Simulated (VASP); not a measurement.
# AlN (P6_3mc) in VASP: notebook

AlN is run at these levels: LDA, PBE, RPBE+D3(BJ), PBE exchange alone; tasks: relaxation of cell and atoms, single point.

All numbers are computed with VASP 6.6.1; they aren't measurements. Logs are shortened: lines on timing, memory, paths and dates and some standing lists are left out, and cuts for length are marked.

**What was measured.**

From “Self-assembly of well-separated AlN nanowires directly on sputtered metallic TiN films”, 2019, arxiv:1910.07391, for a bulk crystal of AlN at 10 K: band gap 6.034 eV (an exciton energy, a little under the gap).

The runs below are set against these values where they give the same quantity.

## (1) The cell of the first run

It takes space group P6_3mc (No. 186, hexagonal). The conventional cell has a = 3.113 Å, b = 3.113 Å, c = 4.981 Å, α = 90.00°, β = 90.00°, γ = 120.00°. Al (site symmetry 3m) has 4 N at 1.89 Å within 2.5 Å. N (site symmetry 3m) has 4 Al at 1.89 Å within 2.5 Å.

## (2) Relaxation of cell and atoms, LDA

INCAR reads:

```
PREC = Accurate
ENCUT = 600
EDIFF = 1E-6
ISMEAR = -1
SIGMA = 0.05
LREAL = F
LASPH = T
NELM = 80
ALGO = Normal
ISIF = 3
LWAVE = F
LCHARG = F
IBRION = 2
NSW = 60
EDIFFG = -0.01
```

KPOINTS reads:

```
Automatic mesh
0
Gamma
  10 10 6
```

POSCAR reads:

```
AlN
1.0
    3.1130000000      0.0000000000      0.0000000000
   -1.5565000000      2.6959370820      0.0000000000
    0.0000000000      0.0000000000      4.9810000000
Al N
2 2
Direct
    0.6666666667      0.3333333333      0.5000000000
    0.3333333333      0.6666666667      0.0000000000
    0.6666666667      0.3333333333      0.8800000000
    0.3333333333      0.6666666667      0.3800000000
```

Potentials or basis: VASP PAW LDA potentials, release 64 (Al, N).

Command:

```
$ cat potpaw_LDA.64/Al/POTCAR potpaw_LDA.64/N/POTCAR > POTCAR
$ mpirun -np 1 vasp_std > vasp.out
```

OUTCAR:

```text
PREC = Accurate
   ENCUT = 600
   EDIFF = 1E-6
   ISMEAR = -1
   LREAL = F
   LASPH = T
   NELM = 80
   ISIF = 3
   IBRION = 2
   NSW = 60
   EDIFFG = -0.01

 ion  position               nearest neighbor table
   1  0.667  0.333  0.500-   3 1.89   4 1.89   4 1.89   4 1.89   2 3.07   2 3.07   2 3.07   2 3.07
                             2 3.07   2 3.07
   2  0.333  0.667  0.000-   4 1.89   3 1.89   3 1.89   3 1.89   1 3.07   1 3.07   1 3.07   1 3.07
                             1 3.07   1 3.07
   3  0.667  0.333  0.880-   1 1.89   2 1.89   2 1.89   2 1.89
   4  0.333  0.667  0.380-   2 1.89   1 1.89   1 1.89   1 1.89

  LATTYP: Found a hexagonal cell.
 ALAT       =     3.1130000000
 C/A-ratio  =     1.6000642467

  Lattice vectors:

 A1 = (   3.1130000000,   0.0000000000,   0.0000000000)
 A2 = (  -1.5565000000,   2.6959370820,   0.0000000000)
 A3 = (   0.0000000000,   0.0000000000,   4.9810000000)

Analysis of symmetry for initial positions (statically):
=====================================================================
 Subroutine PRICEL returns:
 Original cell was already a primitive cell.

 Routine SETGRP: Setting up the symmetry group for a
 hexagonal supercell.

 Subroutine GETGRP returns: Found 12 space group operations
 (whereof  6 operations were pure point group operations)
 out of a pool of 24 trial point group operations.

The static configuration has the point symmetry C_3v.
 The point group associated with its full space group is C_6v.

Analysis of symmetry for dynamics (positions and initial velocities):
=====================================================================
 Subroutine PRICEL returns:
 Original cell was already a primitive cell.

 Routine SETGRP: Setting up the symmetry group for a
 hexagonal supercell.

 Subroutine GETGRP returns: Found 12 space group operations
 (whereof  6 operations were pure point group operations)
 out of a pool of 24 trial point group operations.

The dynamic configuration has the point symmetry C_3v.
 The point group associated with its full space group is C_6v.

 Subroutine INISYM returns: Found 12 space group operations
 (whereof  6 operations are pure point group operations),
 and found     1 'primitive' translations

----------------------------------------------------------------------------------------

                                     Primitive cell

  volume of cell :      41.8028

  direct lattice vectors                    reciprocal lattice vectors
     3.113000000  0.000000000  0.000000000     0.321233537  0.185464269  0.000000000
    -1.556500000  2.695937082  0.000000000     0.000000000  0.370928538  0.000000000
     0.000000000  0.000000000  4.981000000     0.000000000  0.000000000  0.200762899

  length of vectors
     3.113000000  3.113000000  4.981000000     0.370928538  0.370928538  0.200762899

  position of ions in fractional coordinates (direct lattice)
     0.666666667  0.333333333  0.500000000
     0.333333333  0.666666667  0.000000000
     0.666666667  0.333333333  0.880000000
     0.333333333  0.666666667  0.380000000

  ion indices of the primitive-cell ions
   primitive index   ion index
                 1           1
                 2           2
                 3           3
                 4           4

----------------------------------------------------------------------------------------

 KPOINTS: Automatic mesh

Automatic generation of k-mesh.
 Grid dimensions read from file:
 generate k-points for:   10   10    6

 Generating k-lattice:

  Cartesian coordinates                     Fractional coordinates (reciprocal lattice)
     0.032123354  0.018546427  0.000000000     0.100000000  0.000000000  0.000000000
     0.000000000  0.037092854  0.000000000     0.000000000  0.100000000  0.000000000
     0.000000000  0.000000000  0.033460483     0.000000000  0.000000000  0.166666667

  Length of vectors
     0.037092854  0.037092854  0.033460483

  Shift w.r.t. Gamma in fractional coordinates (k-lattice)
     0.000000000  0.000000000  0.000000000

 Subroutine IBZKPT returns following result:
 ===========================================

 Found     56 irreducible k-points:

 Following reciprocal coordinates:
            Coordinates               Weight
  0.000000  0.000000  0.000000      1.000000
  0.100000 -0.000000  0.000000      6.000000
  0.200000 -0.000000  0.000000      6.000000
  0.300000 -0.000000  0.000000      6.000000
  0.400000  0.000000  0.000000      6.000000
  0.500000 -0.000000  0.000000      3.000000
[... 16 lines left out ...]
  0.300000  0.100000  0.166667     24.000000
  0.400000  0.100000  0.166667     24.000000
 [... further k-points ...]
   k-points           NKPTS =     56   k-points in BZ     NKDIM =     56   number of bands    NBANDS=     12
   number of dos      NEDOS =    301   number of ions     NIONS =      4
   total plane-waves  NPLWV =  31360
   dimension x,y,z NGX =    28 NGY =   28 NGZ =   40
   dimension x,y,z NGXF=    56 NGYF=   56 NGZF=   80
   ions per type =               2   2
   NGX,Y,Z   is equivalent  to a cutoff of  14.95, 14.95, 13.35 a.u.
   NGXF,Y,Z  is equivalent  to a cutoff of  29.91, 29.91, 26.70 a.u.
 SYSTEM =  unknown system
   PREC   = accura    normal or accurate (medium, high low for compatibility)
   ISTART =      0    job   : 0-new  1-cont  2-samecut
   ICHARG =      2    charge: 1-file 2-atom 10-const
   ISPIN  =      1    spin polarized calculation?
   LNONCOLLINEAR =      F non collinear calculations
   LSORBIT =      F    spin-orbit coupling
   LASPH  =      T    aspherical Exc in radial PAW
   ENCUT  =  600.0 eV  44.10 Ry    6.64 a.u.   6.22  6.22  9.95*2*pi/ulx,y,z
   NELM   =     80;   NELMIN=  2; NELMDL= -5     # of ELM steps
   EDIFF  = 0.1E-05   stopping-criterion for ELM
   LREAL  =      F    real-space projection
   EDIFFG = -.1E-01   stopping-criterion for IOM
   NSW    =     60    number of steps for IOM
   IBRION =      2    ionic relax: 0-MD 1-quasi-New 2-CG
   NFREE  =      1    steps in history (QN), initial steepest desc. (CG)
   ISIF   =      3    stress and relaxation
   ISYM   =      2    0-nonsym 1-usesym 2-fastsym
   POTIM  = 0.5000    time-step for ionic-motion
   TEBEG  =    0.0;   TEEND  =   0.0 temperature during run
   PSTRESS=    0.0 pullay stress
   NELECT =      16.0000    total number of electrons
   NUPDOWN=      -1.0000    fix difference up-down
   EMIN   =  10.00;   EMAX   =-10.00  energy-range for DOS
   EFERMI =   0.00;   METHOD = LEGACY
   ISMEAR =    -1;   SIGMA  =   0.05  broadening in eV -4-tet -1-fermi 0-gaus
   EFERMI_NEDOS =   21; number of points for ismear=-14 and -15
   IALGO  =     38    algorithm
   IMIX   =      4    mixing-type and parameters
     AMIX     =   0.40;   BMIX     =  1.00
     AMIX_MAG =   1.60;   BMIX_MAG =  1.00
  volume/ion in A,a.u.               =      10.45        70.52
  Fermi-wavevector in a.u.,A,eV,Ry     =   1.188629  2.246183 19.222843  1.412839
  Thomas-Fermi vector in A             =   2.324754
   LORBIT       =      0    0 simple, 1 ext, 2 COOP (PROOUT), +10 PAW based schemes
   GGA     = CA    functional components
   LHFCALC =     F    Hartree Fock is set to
   AEXX    =    0.0000 exact exchange contribution
   IVDW    =     0    specifies the selected vdW correction
   LEPSILON=     F    determine dielectric tensor
   LRPA    =     F    only Hartree local field effects (RPA)
 conjugate gradient relaxation of ions
 non-spin polarized calculation
  energy-cutoff  :      600.00
  volume of cell :       41.80
 maximum number of plane-waves:      1412
 NGX is ok and might be reduce to    28
   NGX = 13   NGY = 13   NGZ = 19

--------------------------------------- Ionic step        1  -------------------------------------------

 number of electron      16.0000000 magnetization

 Free energy of the ion-electron system (eV)
  ---------------------------------------------------
  ext. energy  EPLUGINS =         0.00000000
  ---------------------------------------------------
  free energy    TOTEN  =       -32.83092167 eV

  energy without entropy =      -32.83092167  energy(sigma->0) =      -32.83092167

------------------------ aborting loop because EDIFF is reached ----------------------------------------

  FORCE on cell =-STRESS in cart. coord.  units (eV):
  Direction    XX          YY          ZZ          XY          YZ          ZX
  --------------------------------------------------------------------------------------
  -------------------------------------------------------------------------------------
  Total       -1.2479213     -1.2479213     -0.8012528      0.0000000     -0.0000000      0.0000000
  in kB      -47.8291154    -47.8291154    -30.7096388      0.0000000     -0.0000000      0.0000000
  external PRESSURE =     -42.1226232 kB  Pullay stress =       0.0000000 kB
[... 175 lines left out ...]
  energy  without entropy=      -32.8434813828  energy(sigma->0) =      -32.84348138

--------------------------------------- Ionic step        6  -------------------------------------------

 number of electron      15.9999999 magnetization

 Free energy of the ion-electron system (eV)
  ---------------------------------------------------
  ext. energy  EPLUGINS =         0.00000000
  ---------------------------------------------------
  free energy    TOTEN  =       -32.84352249 eV

  energy without entropy =      -32.84352249  energy(sigma->0) =      -32.84352249

 E-fermi :   7.0552     XC(G=0): -11.3340

 val. band max:        6.0924596926   @ k =   0.0000   0.0000   0.0000
 cond. band min:      10.4984253595   @ k =   0.0000   0.0000   0.0000
 fundamental gap:      4.4059656669
 Fermi energy:         7.0552092038

 k-point     1 :       0.0000    0.0000    0.0000
  band No.  band energies     occupation
      1      -9.0668      2.00000
      2      -6.7797      2.00000
      3      -0.0512      2.00000
      4       5.2053      2.00000
      5       5.2053      2.00000
      6       5.8663      2.00000
      7       5.8663      2.00000
      8       6.0925      2.00000
      9      10.4984      0.00000
     10      12.8053      0.00000
     11      16.7315      0.00000
     12      17.1761      0.00000
[... 331 lines left out ...]
 k-point    24 :       0.4000    0.1000    0.1667
  band No.  band energies     occupation
      1      -6.9598      2.00000
      2      -6.2475      2.00000
      3       0.5516      2.00000
      4       1.6009      2.00000
      5       2.9461      2.00000
      6       3.7400      2.00000
      7       4.6359      2.00000
      8       4.9782      2.00000
      9      11.5599      0.00000
     10      12.4694      0.00000
     11      14.9815      0.00000
     12      15.8562      0.00000

 [... further k-points ...]

------------------------ aborting loop because EDIFF is reached ----------------------------------------

  FORCE on cell =-STRESS in cart. coord.  units (eV):
  Direction    XX          YY          ZZ          XY          YZ          ZX
  --------------------------------------------------------------------------------------
  -------------------------------------------------------------------------------------
  Total        0.0171486      0.0171486      0.0329876      0.0000000      0.0000000      0.0000000
  in kB        0.6713061      0.6713061      1.2913435      0.0000000      0.0000000      0.0000000
  external PRESSURE =       0.8779852 kB  Pullay stress =       0.0000000 kB
[... 19 lines left out ...]
  FREE ENERGIE OF THE ION-ELECTRON SYSTEM (eV)
  ---------------------------------------------------
  free  energy   TOTEN  =       -32.8435224941 eV

  energy  without entropy=      -32.8435224941  energy(sigma->0) =      -32.84352249

 reached required accuracy - stopping structural energy minimisation
```

Run time: 49 s. Hardware: 1 thread of Intel Xeon Platinum 8488C (Sapphire Rapids), shared host; peak memory 0.17 GiB.

What came out:

- Free energy: -32.8435 eV
- Relaxed volume: 10.23 Å³/atom
- Relaxed cell: a = 3.091 Å, b = 3.091 Å, c = 4.947 Å, α = 90.00°, β = 90.00°, γ = 120.00°
- Space group after relaxing (to 0.05 Å): P6_3mc (No. 186)
- Energy gained by relaxing: 3.2 meV/atom
- Ionic steps: 6
- Pressure after relaxing: 0.1 GPa
- Largest force after relaxing: 0.005 eV/Å
- Band gap on the k mesh: 4.41 eV, direct

Forces on the atoms (eV/Å):
```
Al   0.000  0.000 -0.005
Al   0.000  0.000 -0.005
N    0.000  0.000  0.005
N    0.000  0.000  0.005
```

Step by step:
```tsv
step	energy change (eV)	largest force (eV/Å)	pressure (GPa)	volume (Å³)
1	0.0000	0.1194	-4.21	41.80
2	-0.0009	0.0854	4.30	40.16
3	-0.0124	0.0200	-0.04	40.96
4	-0.0124	0.0180	0.06	40.94
5	-0.0126	0.0112	0.08	40.93
6	-0.0126	0.0047	0.09	40.93
```

Final structure:
```
CELL_PARAMETERS angstrom
3.09088 0.00000 0.00000
-1.54544 2.67678 0.00000
0.00000 0.00000 4.94679
ATOMIC_POSITIONS crystal
Al 0.66667 0.33333 0.49905
Al 0.33333 0.66667 0.99905
N 0.66667 0.33333 0.88095
N 0.33333 0.66667 0.38095
```

A k mesh can miss the band edges. LDA usually gives volumes a few per cent too small.

## (3) Single point, PBE

INCAR reads:

```
SYSTEM = AlN
PREC     = Accurate       ! precision mode
ENCUT    = 520            ! plane-wave cutoff, eV
EDIFF    = 1E-6           ! SCF threshold, eV
ISMEAR   = 0              ! smearing method
SIGMA    = 0.01           ! smearing width, eV
LREAL    = .False.        ! projectors in reciprocal space
LASPH    = .True.         ! aspherical terms in the spheres
NELM     = 100            ! most SCF steps
ALGO     = Normal         ! electronic algorithm
ISIF     = 2              ! what is computed and relaxed
LWAVE    = .False.        ! write WAVECAR
LCHARG   = .False.        ! write CHGCAR
GGA      = PE             ! functional
NBANDS   = 16             ! bands
```

KPOINTS reads:

```
Automatic mesh
0
Gamma
  6 6 4
  0 0 0
```

POSCAR is that of step 2.

Potentials or basis: VASP PAW PBE potentials, release 64 (Al, N).

Command:

```
$ cat potpaw_PBE.64/Al/POTCAR potpaw_PBE.64/N/POTCAR > POTCAR
$ mpirun -np 1 vasp_std > vasp.out
```

OUTCAR:

```text
SYSTEM = AlN
   PREC = Accurate
   ENCUT = 520
   EDIFF = 1E-6
   ISMEAR = 0
   LREAL = .False.
   LASPH = .True.
   NELM = 100
   ISIF = 2
   GGA = PE

 ion  position               nearest neighbor table
   1  0.667  0.333  0.500-   3 1.89   4 1.89   4 1.89   4 1.89   2 3.07   2 3.07   2 3.07   2 3.07
                             2 3.07   2 3.07
   2  0.333  0.667  0.000-   4 1.89   3 1.89   3 1.89   3 1.89   1 3.07   1 3.07   1 3.07   1 3.07
                             1 3.07   1 3.07
   3  0.667  0.333  0.880-   1 1.89   2 1.89   2 1.89   2 1.89
   4  0.333  0.667  0.380-   2 1.89   1 1.89   1 1.89   1 1.89

  LATTYP: Found a hexagonal cell.
 ALAT       =     3.1130000000
 C/A-ratio  =     1.6000642467

  Lattice vectors:

 A1 = (   3.1130000000,   0.0000000000,   0.0000000000)
 A2 = (  -1.5565000000,   2.6959370820,   0.0000000000)
 A3 = (   0.0000000000,   0.0000000000,   4.9810000000)

Analysis of symmetry for initial positions (statically):
=====================================================================
 Subroutine PRICEL returns:
 Original cell was already a primitive cell.

[... 175 lines left out ...]
 cond. band min:      10.3455652665   @ k =   0.0000   0.0000   0.0000
 fundamental gap:      4.2234179034
 Fermi energy:         6.1807928995

 k-point     1 :       0.0000    0.0000    0.0000
  band No.  band energies     occupation
      1      -9.0367      2.00000
      2      -6.8883      2.00000
      3       0.1491      2.00000
      4       5.2906      2.00000
      5       5.2906      2.00000
      6       5.9427      2.00000
[... 376 lines left out ...]
      3       1.3095      2.00000
      4       1.3095      2.00000
      5       2.2954      2.00000
      6       2.2954      2.00000
[... 8 lines left out ...]
     15      19.9843      0.00000
     16      19.9843      0.00000

------------------------ aborting loop because EDIFF is reached ----------------------------------------

  FORCE on cell =-STRESS in cart. coord.  units (eV):
  Direction    XX          YY          ZZ          XY          YZ          ZX
  --------------------------------------------------------------------------------------
  -------------------------------------------------------------------------------------
  Total        0.7616434      0.7616434      1.1869557      0.0000000      0.0000000      0.0000000
  in kB       29.1915294     29.1915294     45.4924867      0.0000000      0.0000000      0.0000000
  external PRESSURE =      34.6251818 kB  Pullay stress =       0.0000000 kB

 VOLUME and BASIS-vectors are now :
 -----------------------------------------------------------------------------
  energy-cutoff  :      520.00
  volume of cell :       41.80
      direct lattice vectors                 reciprocal lattice vectors
     3.113000000  0.000000000  0.000000000     0.321233537  0.185464269  0.000000000
    -1.556500000  2.695937082  0.000000000     0.000000000  0.370928538  0.000000000
     0.000000000  0.000000000  4.981000000     0.000000000  0.000000000  0.200762899

 POSITION                                       TOTAL-FORCE (eV/Angst)
 -----------------------------------------------------------------------------------
      1.55650      0.89865      2.49050         0.000000      0.000000     -0.130035
     -0.00000      1.79729      0.00000        -0.000000     -0.000000     -0.130035
      1.55650      0.89865      4.38328        -0.000000      0.000000      0.130035
     -0.00000      1.79729      1.89278         0.000000     -0.000000      0.130035
 -----------------------------------------------------------------------------------
    total drift:                               -0.000000     -0.000000      0.000430

  FREE ENERGIE OF THE ION-ELECTRON SYSTEM (eV)
  ---------------------------------------------------
  free  energy   TOTEN  =       -29.7699236218 eV

  energy  without entropy=      -29.7699236218  energy(sigma->0) =      -29.76992362
```

OSZICAR:

```text
N       E                     dE             d eps       ncg     rms          rms(c)
DAV:   1     0.413163002358E+02    0.41316E+02   -0.73906E+03   672   0.898E+02
DAV:   2    -0.310890603856E+02   -0.72405E+02   -0.65544E+02   880   0.187E+02
DAV:   3    -0.344974395797E+02   -0.34084E+01   -0.33997E+01   896   0.426E+01
DAV:   4    -0.345177560651E+02   -0.20316E-01   -0.20315E-01   776   0.368E+00
DAV:   5    -0.345180186949E+02   -0.26263E-03   -0.26263E-03   896   0.421E-01    0.122E+01
DAV:   6    -0.297574746828E+02    0.47605E+01   -0.10678E+01   792   0.237E+01    0.416E+00
DAV:   7    -0.297817387894E+02   -0.24264E-01   -0.68391E-01   744   0.581E+00    0.295E+00
DAV:   8    -0.297744109744E+02    0.73278E-02   -0.60508E-02   744   0.226E+00    0.592E-01
DAV:   9    -0.297693775149E+02    0.50335E-02   -0.12315E-02   840   0.817E-01    0.247E-01
DAV:  10    -0.297700014919E+02   -0.62398E-03   -0.22515E-03   712   0.299E-01    0.132E-01
DAV:  11    -0.297699206203E+02    0.80872E-04   -0.17505E-04   792   0.102E-01    0.327E-02
DAV:  12    -0.297699237672E+02   -0.31469E-05   -0.11470E-05   752   0.269E-02    0.699E-03
DAV:  13    -0.297699236218E+02    0.14541E-06   -0.42617E-06   776   0.160E-02
   1 F= -.29769924E+02 E0= -.29769924E+02  d E =-.453291E-19
```

stdout:

```text
POSCAR found type information on POSCAR AlN
 POSCAR found :  2 types and       4 ions
 scaLAPACK will be used
 LDA part: xc-table for (Slater+PW92), standard interpolation
 POSCAR, INCAR and KPOINTS ok, starting setup
 FFT: planning ... GRIDC
 FFT: planning ... GRID_SOFT
 FFT: planning ... GRID
 WAVECAR not read
 entering main loop
```

It took 13 s on 1 thread of AMD EPYC 7R13 (Zen 3), shared host; peak memory 0.12 GiB.

What came out:

* Free energy: -29.7699 eV
* Pressure: 3.5 GPa
* Largest force: 0.130 eV/Å
* Band gap on the k mesh: 4.22 eV, direct

Forces in eV/Å, atoms in the order of the input:
```
Al   0.000  0.000 -0.130
Al   0.000  0.000 -0.130
N    0.000  0.000  0.130
N    0.000  0.000  0.130
```

(Part 1 of 2 ends here.)
